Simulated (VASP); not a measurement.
# Sn3Se (I4/mmm) in VASP: further runs, part 2 of 2

VASP 6.6.1. The steps go on from the part before.

## Step 3: Single point, PBEsol (strain +0.0500 x Voigt [0, 0, 1, 0, 0, 0])

The input, INCAR:

```
PREC = Accurate
ENCUT = 520
EDIFF = 1E-7
ISMEAR = 0
SIGMA = 0.15
LREAL = F
LASPH = T
NELM = 60
ALGO = Normal
ISIF = 2
LWAVE = F
LCHARG = T
GGA = PS
LELF = T
LVHAR = T
NBANDS = 32
```

The input, KPOINTS:

```
regular mesh
0
Gamma
  12 12 12
```

The input, POSCAR:

```
Sn3Se
1.0
    0.0000000000      3.6581854746      3.8410947483
    3.6581854746      0.0000000000      3.8410947483
    3.6581854746      3.6581854746      0.0000000000
Sn Se
3 1
Direct
    0.2500000000      0.2500000000      0.2500000000
    0.7500000000      0.7500000000      0.7500000000
    0.5000000000      0.5000000000      0.5000000000
    0.0000000000      0.0000000000      0.0000000000
```

Potentials or basis: VASP PAW PBE potentials, release 64 (Sn_d, Se).

Command:

```sh
$ cat potpaw_PBE.64/Sn_d/POTCAR potpaw_PBE.64/Se/POTCAR > POTCAR
$ mpirun -np 1 vasp_std > vasp.out
```

OUTCAR:

```text
PREC = Accurate
   ENCUT = 520
   EDIFF = 1E-7
   ISMEAR = 0
   LREAL = F
   LASPH = T
   NELM = 60
   ISIF = 2
   GGA = PS

 ion  position               nearest neighbor table
   1  0.250  0.250  0.250-   4 3.22   4 3.22   4 3.22   3 3.22   4 3.22   3 3.22   3 3.22   3 3.22
                             2 3.66   2 3.66   2 3.66   2 3.66
   2  0.750  0.750  0.750-   3 3.22   3 3.22   3 3.22   3 3.22   4 3.22   4 3.22   4 3.22   4 3.22
                             1 3.66   1 3.66   1 3.66   1 3.66
   3  0.500  0.500  0.500-   1 3.22   1 3.22   1 3.22   1 3.22   2 3.22   2 3.22   2 3.22   2 3.22

   4  0.000  0.000  0.000-   2 3.22   2 3.22   2 3.22   1 3.22   2 3.22   1 3.22   1 3.22   1 3.22

  LATTYP: Found a body centered tetragonal cell.
 ALAT       =     5.1734555119
 C/A-ratio  =     1.4849242405

  Lattice vectors:

 A1 = (  -3.6581854746,   0.0000000000,   3.8410947483)
 A2 = (   3.6581854746,   0.0000000000,   3.8410947483)
 A3 = (   0.0000000000,   3.6581854746,  -3.8410947483)

Analysis of symmetry for initial positions (statically):
=====================================================================
[... 176 lines left out ...]
 E-fermi :   7.2013     XC(G=0): -10.4901

 val. band max:        7.1900985685   @ k =  -0.4167   0.3333   0.0833
 cond. band min:       7.2042872755   @ k =   0.5000   0.3333   0.0000
 fundamental gap:      0.0141887070
 Fermi energy:         7.2012511789

 k-point     1 :       0.0000    0.0000    0.0000
  band No.  band energies     occupation
      1     -14.2728      2.00000
      2     -14.2613      2.00000
      3     -14.2323      2.00000
      4     -14.2283      2.00000
      5     -14.2283      2.00000
      6     -14.2276      2.00000
[... 829 lines left out ...]
     31      12.7702      0.00000
     32      15.8055      0.00000

 [... further k-points ...]

------------------------ aborting loop because EDIFF is reached ----------------------------------------

  FORCE on cell =-STRESS in cart. coord.  units (eV):
  Direction    XX          YY          ZZ          XY          YZ          ZX
  --------------------------------------------------------------------------------------
  -------------------------------------------------------------------------------------
  Total       -1.5706620     -1.5706620     -1.6505809      0.0000000      0.0000000     -0.0000000
  in kB      -24.4780521    -24.4780521    -25.7235529      0.0000000      0.0000000     -0.0000000
  external PRESSURE =     -24.8932190 kB  Pullay stress =       0.0000000 kB

 VOLUME and BASIS-vectors are now :
 -----------------------------------------------------------------------------
  energy-cutoff  :      520.00
  volume of cell :      102.81
      direct lattice vectors                 reciprocal lattice vectors
     0.000000000  3.658185475  3.841094748    -0.136679784  0.136679784  0.130171223
     3.658185475  0.000000000  3.841094748     0.136679784 -0.136679784  0.130171223
     3.658185475  3.658185475  0.000000000     0.136679784  0.136679784 -0.130171223

 POSITION                                       TOTAL-FORCE (eV/Angst)
 -----------------------------------------------------------------------------------
      1.82909      1.82909      1.92055         0.000000      0.000000     -0.000000
      5.48728      5.48728      5.76164        -0.000000     -0.000000      0.000000
      3.65819      3.65819      3.84109         0.000000     -0.000000      0.000000
      0.00000      0.00000      0.00000         0.000000     -0.000000     -0.000000
 -----------------------------------------------------------------------------------
    total drift:                               -0.000000     -0.000000      0.000000

  FREE ENERGIE OF THE ION-ELECTRON SYSTEM (eV)
  ---------------------------------------------------
  free  energy   TOTEN  =       -16.6563580235 eV

  energy  without entropy=      -16.6302499839  energy(sigma->0) =      -16.64330400
```

OSZICAR:

```text
N       E                     dE             d eps       ncg     rms          rms(c)
DAV:   1     0.445999135579E+03    0.44600E+03   -0.23932E+04 10784   0.222E+03
DAV:   2     0.415465195491E+02   -0.40445E+03   -0.39183E+03 10480   0.550E+02
DAV:   3    -0.142863977590E+02   -0.55833E+02   -0.54163E+02 12912   0.173E+02
DAV:   4    -0.167688564521E+02   -0.24825E+01   -0.24767E+01 11376   0.390E+01
DAV:   5    -0.168442437306E+02   -0.75387E-01   -0.75382E-01 14264   0.718E+00    0.352E+00
DAV:   6    -0.166670789781E+02    0.17716E+00   -0.31123E-01 14240   0.686E+00    0.209E+00
DAV:   7    -0.166601599525E+02    0.69190E-02   -0.11201E-01 12136   0.251E+00    0.101E+00
DAV:   8    -0.166567322233E+02    0.34277E-02   -0.13093E-02 12120   0.686E-01    0.186E-01
DAV:   9    -0.166563654387E+02    0.36678E-03   -0.14818E-03 12112   0.306E-01    0.559E-02
DAV:  10    -0.166563578685E+02    0.75701E-05   -0.27744E-04 12144   0.182E-01    0.206E-02
DAV:  11    -0.166563580376E+02   -0.16905E-06   -0.35248E-05 13416   0.774E-02    0.939E-03
DAV:  12    -0.166563580773E+02   -0.39755E-07   -0.34986E-06 15048   0.143E-02    0.250E-03
DAV:  13    -0.166563580235E+02    0.53847E-07   -0.10963E-07  7168   0.566E-03
   1 F= -.16656358E+02 E0= -.16643304E+02  d E =-.261080E-01
```

stdout:

```text
POSCAR found type information on POSCAR SnSe
 POSCAR found :  2 types and       4 ions
 scaLAPACK will be used
 -----------------------------------------------------------------------------
|                                                                             |
|                                                                             |
|     You enforced a specific xc type in the INCAR file but a different       |
|     I HOPE YOU KNOW WHAT YOU ARE DOING!                                     |
|                                                                             |
 -----------------------------------------------------------------------------

 LDA part: xc-table for (Slater+PW92), standard interpolation
 POSCAR, INCAR and KPOINTS ok, starting setup
 FFT: planning ... GRIDC
 FFT: planning ... GRID_SOFT
 FFT: planning ... GRID
 WAVECAR not read
 entering main loop
```

Wall time 14 min (1 thread of Intel Xeon 8259CL, shared host); peak memory 0.56 GiB.

What came out:

- Free energy: -16.6564 eV
- Pressure: -2.5 GPa
- Band gap on the k mesh: zero (bands 24 and 25 overlap by 2.18 eV)

Stress tensor (GPa, compression positive):
```
-2.45  0.00  0.00
 0.00 -2.45  0.00
 0.00  0.00 -2.57
```

Levels at points of the mesh, in eV from the Fermi level:
| k point | band 20 | band 21 | band 22 | band 23 | band 24 | band 25 | band 26 | band 27 | band 28 | band 29 |
| --- | --- | --- | --- | --- | --- | --- | --- | --- | --- | --- |
| (0.00, 0.00, 0.00) | -2.93 | -2.90 | -2.89 | -1.42 | -1.42 | -1.14 | -0.95 | -0.34 | -0.34 | 3.91 |
| (0.50, 0.00, 0.00) | -3.44 | -3.34 | -2.29 | -2.09 | -0.85 | 0.38 | 1.96 | 2.29 | 3.29 | 3.75 |
| (0.50, 0.50, 0.00) | -4.80 | -4.80 | -0.31 | 0.53 | 0.53 | 1.31 | 2.91 | 2.91 | 3.30 | 3.77 |
| (0.50, 0.00, 0.50) | -4.94 | -4.90 | -0.34 | 0.14 | 0.74 | 0.79 | 2.27 | 3.16 | 3.26 | 4.37 |

Caveat: the cell differs from its parent crystal (strain +0.0500 x Voigt [0, 0, 1, 0, 0, 0]); the PAW data sets were made with another functional, which shifts forces and pressure a little; spin-orbit coupling is left out, which moves the levels of the heavy elements.

## Step 4: Single point, PBEsol (strain -0.1000 x Voigt [0, 0, 1, 0, 0, 0])

The input, INCAR:

```
SYSTEM = Sn3Se
PREC     = Accurate       ! precision mode
ENCUT    = 520            ! plane-wave cutoff, eV
EDIFF    = 1E-7           ! SCF threshold, eV
ISMEAR   = 0              ! smearing method
SIGMA    = 0.15           ! smearing width, eV
LREAL    = .FALSE.        ! projectors in reciprocal space
LASPH    = .TRUE.         ! aspherical terms in the spheres
NELM     = 80             ! most SCF steps
ALGO     = Normal         ! electronic algorithm
ISIF     = 2              ! what is computed and relaxed
LWAVE    = .FALSE.        ! write WAVECAR
LCHARG   = .FALSE.        ! write CHGCAR
GGA      = PS             ! functional
NBANDS   = 32             ! bands
```

The input, KPOINTS:

```
regular mesh
0
G
  12 12 12
  0 0 0
```

POSCAR: that of step 3 with these lines changed.

```diff
@@ -2,4 +2,4 @@
 1.0
-    0.0000000000      3.6581854746      3.8410947483
-    3.6581854746      0.0000000000      3.8410947483
+    0.0000000000      3.6581854746      3.2923669271
+    3.6581854746      0.0000000000      3.2923669271
     3.6581854746      3.6581854746      0.0000000000
```

Command:

```sh
$ cat potpaw_PBE.64/Sn_d/POTCAR potpaw_PBE.64/Se/POTCAR > POTCAR
$ mpirun -np 1 vasp_std > vasp.out
```

Run time: 11 min. Hardware: 1 thread of Intel Xeon Platinum 8259CL at 2.50GHz (Skylake/Cascade Lake), shared host; peak memory 0.51 GiB.

Results (log left out):

* Free energy: -16.4523 eV
* Pressure: 8.7 GPa
* Band gap on the k mesh: zero (bands 24 and 25 overlap by 3.06 eV)

Stress tensor (GPa, compression positive):
```
8.61 0.00 0.00
0.00 8.61 0.00
0.00 0.00 8.75
```

Levels at points of the mesh, in eV from the Fermi level:
```
           k point  band 20  band 21  band 22  band 23  band 24  band 25  band 26  band 27  band 28  band 29
(0.00, 0.00, 0.00)    -3.50    -3.50    -2.33    -2.27    -1.57    -1.57    -1.28    -1.28     0.51     3.33
(0.50, 0.00, 0.00)    -4.30    -3.55    -3.03    -2.40    -0.71     0.69     1.99     2.77     3.14     4.21
(0.50, 0.50, 0.00)    -6.06    -6.06    -0.16     0.40     0.40     0.64     2.72     2.72     4.25     5.90
(0.50, 0.00, 0.50)    -5.83    -5.70    -0.22    -0.18     1.42     1.54     2.05     3.71     4.32     4.46
```

Caveat: the cell differs from its parent crystal (strain -0.1000 x Voigt [0, 0, 1, 0, 0, 0]); the cell stands under pressure; the PAW data sets were made with another functional, which shifts forces and pressure a little; spin-orbit coupling is left out, which moves the levels of the heavy elements.

## Step 5: Single point, PBEsol (strain -0.0750 x Voigt [0, 0, 1, 0, 0, 0])

The input, INCAR:

```
SYSTEM = Sn3Se
PREC = Accurate
ENCUT = 520
EDIFF = 1E-6
ISMEAR = 0
SIGMA = 0.15
LREAL = .FALSE.
LASPH = .TRUE.
NELM = 60
ALGO = Normal
ISIF = 2
LWAVE = .FALSE.
LCHARG = .TRUE.
GGA = PS
LELF = .TRUE.
LVHAR = .TRUE.
NBANDS = 32
```

KPOINTS is that of step 4.

POSCAR: that of step 4 with these lines changed.

```diff
@@ -2,4 +2,4 @@
 1.0
-    0.0000000000      3.6581854746      3.2923669271
-    3.6581854746      0.0000000000      3.2923669271
+    0.0000000000      3.6581854746      3.3838215640
+    3.6581854746      0.0000000000      3.3838215640
     3.6581854746      3.6581854746      0.0000000000
```

Command:

```sh
$ cat potpaw_PBE.64/Sn_d/POTCAR potpaw_PBE.64/Se/POTCAR > POTCAR
$ mpirun -np 1 vasp_std > vasp.out
```

Wall time 7.7 min (1 thread of Intel Xeon Platinum 8259CL at 2.50GHz (Skylake/Cascade Lake), shared host); peak memory 0.52 GiB.

Results (log left out):

```
Free energy            : -16.5647 eV
Pressure               : 6.0 GPa
Band gap on the k mesh : zero (bands 24 and 25 overlap by 2.74 eV)
```

Stress tensor (GPa, compression positive):
```
6.03 0.00 0.00
0.00 6.03 0.00
0.00 0.00 5.92
```

Levels at points of the mesh, in eV from the Fermi level:
| k point | band 20 | band 21 | band 22 | band 23 | band 24 | band 25 | band 26 | band 27 | band 28 | band 29 |
| --- | --- | --- | --- | --- | --- | --- | --- | --- | --- | --- |
| (0.00, 0.00, 0.00) | -3.37 | -3.37 | -2.33 | -2.04 | -1.54 | -1.54 | -1.11 | -1.11 | 0.16 | 3.53 |
| (0.50, 0.00, 0.00) | -4.10 | -3.64 | -2.84 | -2.41 | -0.71 | 0.65 | 2.04 | 2.62 | 3.24 | 4.03 |
| (0.50, 0.50, 0.00) | -5.81 | -5.81 | -0.15 | 0.43 | 0.43 | 0.79 | 2.76 | 2.76 | 4.01 | 5.53 |
| (0.50, 0.00, 0.50) | -5.64 | -5.55 | -0.19 | 0.02 | 1.17 | 1.51 | 2.28 | 3.73 | 4.00 | 4.33 |

Caveat: the cell differs from its parent crystal (strain -0.0750 x Voigt [0, 0, 1, 0, 0, 0]); the cell stands under pressure; the PAW data sets were made with another functional, which shifts forces and pressure a little; spin-orbit coupling is left out, which moves the levels of the heavy elements.

## Step 6: Single point, PBEsol (strain -0.0500 x Voigt [0, 0, 1, 0, 0, 0])

The input, INCAR:

```
ALGO     = Normal         # electronic algorithm
EDIFF    = 1E-6           # SCF threshold, eV
ENCUT    = 520            # plane-wave cutoff, eV
GGA      = PS             # functional
ISIF     = 2              # what is computed and relaxed
ISMEAR   = 0              # smearing method
LASPH    = True           # aspherical terms in the spheres
LCHARG   = False          # write CHGCAR
LREAL    = False          # projectors in reciprocal space
LWAVE    = False          # write WAVECAR
NBANDS   = 32             # bands
NELM     = 60             # most SCF steps
PREC     = Accurate       # precision mode
SIGMA    = 0.15           # smearing width, eV
```

The input, KPOINTS:

```
k-points
0
Gamma
  12 12 12
```

POSCAR: that of step 5 with these lines changed.

```diff
@@ -2,4 +2,4 @@
 1.0
-    0.0000000000      3.6581854746      3.3838215640
-    3.6581854746      0.0000000000      3.3838215640
+    0.0000000000      3.6581854746      3.4752762009
+    3.6581854746      0.0000000000      3.4752762009
     3.6581854746      3.6581854746      0.0000000000
```

Potentials or basis: VASP PAW PBE potentials, release 64 (Sn_d, Se).

Command:

```sh
$ cat potpaw_PBE.64/Sn_d/POTCAR potpaw_PBE.64/Se/POTCAR > POTCAR
$ mpirun -np 1 vasp_std > vasp.out
```

OUTCAR:

```text
EDIFF = 1E-6
   ENCUT = 520
   GGA = PS
   ISIF = 2
   ISMEAR = 0
   LASPH = True
   LREAL = False
   NELM = 60
   PREC = Accurate

 ion  position               nearest neighbor table
   1  0.250  0.250  0.250-   4 3.12   4 3.12   4 3.12   3 3.12   4 3.12   3 3.12   3 3.12   3 3.12
                             2 3.48   2 3.48   2 3.66   2 3.66   2 3.66   2 3.66
   2  0.750  0.750  0.750-   3 3.12   3 3.12   3 3.12   3 3.12   4 3.12   4 3.12   4 3.12   4 3.12
                             1 3.48   1 3.48   1 3.66   1 3.66   1 3.66   1 3.66
[... 1039 lines left out ...]

 [... further k-points ...]
[... 5 lines left out ...]
  --------------------------------------------------------------------------------------
  -------------------------------------------------------------------------------------
  Total        2.1418471      2.1418471      2.1417971      0.0000000      0.0000000      0.0000000
  in kB       36.8933668     36.8933668     36.8925050      0.0000000      0.0000000      0.0000000
  external PRESSURE =      36.8930795 kB  Pullay stress =       0.0000000 kB

 VOLUME and BASIS-vectors are now :
 -----------------------------------------------------------------------------
  energy-cutoff  :      520.00
  volume of cell :       93.01
      direct lattice vectors                 reciprocal lattice vectors
     0.000000000  3.658185475  3.475276201    -0.136679784  0.136679784  0.143873457
     3.658185475  0.000000000  3.475276201     0.136679784 -0.136679784  0.143873457
     3.658185475  3.658185475  0.000000000     0.136679784  0.136679784 -0.143873457

 POSITION                                       TOTAL-FORCE (eV/Angst)
 -----------------------------------------------------------------------------------
      1.82909      1.82909      1.73764        -0.000000     -0.000000     -0.000000
      5.48728      5.48728      5.21291         0.000000      0.000000     -0.000000
      3.65819      3.65819      3.47528         0.000000     -0.000000      0.000000
      0.00000      0.00000      0.00000         0.000000     -0.000000      0.000000
 -----------------------------------------------------------------------------------
    total drift:                               -0.000000     -0.000000      0.000000

  FREE ENERGIE OF THE ION-ELECTRON SYSTEM (eV)
  ---------------------------------------------------
  free  energy   TOTEN  =       -16.6379808131 eV

  energy  without entropy=      -16.6131295265  energy(sigma->0) =      -16.62555517
```

stdout:

```text
POSCAR found type information on POSCAR SnSe
 POSCAR found :  2 types and       4 ions
 scaLAPACK will be used
 -----------------------------------------------------------------------------
|                                                                             |
|                                                                             |
|     You enforced a specific xc type in the INCAR file but a different       |
|     I HOPE YOU KNOW WHAT YOU ARE DOING!                                     |
|                                                                             |
 -----------------------------------------------------------------------------

 LDA part: xc-table for (Slater+PW92), standard interpolation
 POSCAR, INCAR and KPOINTS ok, starting setup
 FFT: planning ... GRIDC
 FFT: planning ... GRID_SOFT
 FFT: planning ... GRID
 WAVECAR not read
 entering main loop
```

Run time: 7.7 min. Hardware: 1 thread of Intel Xeon Platinum 8259CL at 2.50GHz (Skylake/Cascade Lake), shared host; peak memory 0.53 GiB.

Results:

```yaml
Free_energy: -16.6380 eV
Pressure: 3.7 GPa
Band_gap_on_the_k_mesh: zero (bands 24 and 25 overlap by 2.59 eV)
```

Caveat: the cell differs from its parent crystal (strain -0.0500 x Voigt [0, 0, 1, 0, 0, 0]); the cell stands under pressure; the PAW data sets were made with another functional, which shifts forces and pressure a little; spin-orbit coupling is left out, which moves the levels of the heavy elements.

## Step 7: Summary

| cell | gap on the mesh (eV) | pressure (GPa) |
| --- | --- | --- |
| a = 5.109, b = 5.109, c = 5.173 Å, angles 59.6, 59.6, 60.8°, 4 atoms | none | 1.7 |
| a = 5.304, b = 5.304, c = 5.173 Å, angles 60.8, 60.8, 58.4°, 4 atoms | none | -2.5 |
| a = 4.922, b = 4.922, c = 5.173 Å, angles 58.3, 58.3, 63.4°, 4 atoms | none | 8.7 |
| a = 4.983, b = 4.983, c = 5.173 Å, angles 58.7, 58.7, 62.5°, 4 atoms | none | 6.0 |
| a = 5.046, b = 5.046, c = 5.173 Å, angles 59.2, 59.2, 61.7°, 4 atoms | none | 3.7 |

Alike in all rows: task single point; level PBEsol; potentials or basis VASP PAW PBE potentials, release 64 (Sn_d, Se); no spin polarisation; k mesh 12 × 12 × 12; cutoff (eV) 520; smearing gaussian 0.15 eV.

Caveats: the PAW data sets were made with another functional, which shifts forces and pressure a little; spin-orbit coupling is left out, which moves the levels of the heavy elements; the cell stands under pressure (at least some runs).

Total energies depend on the potentials used, so only differences within one code and one set of settings carry meaning.
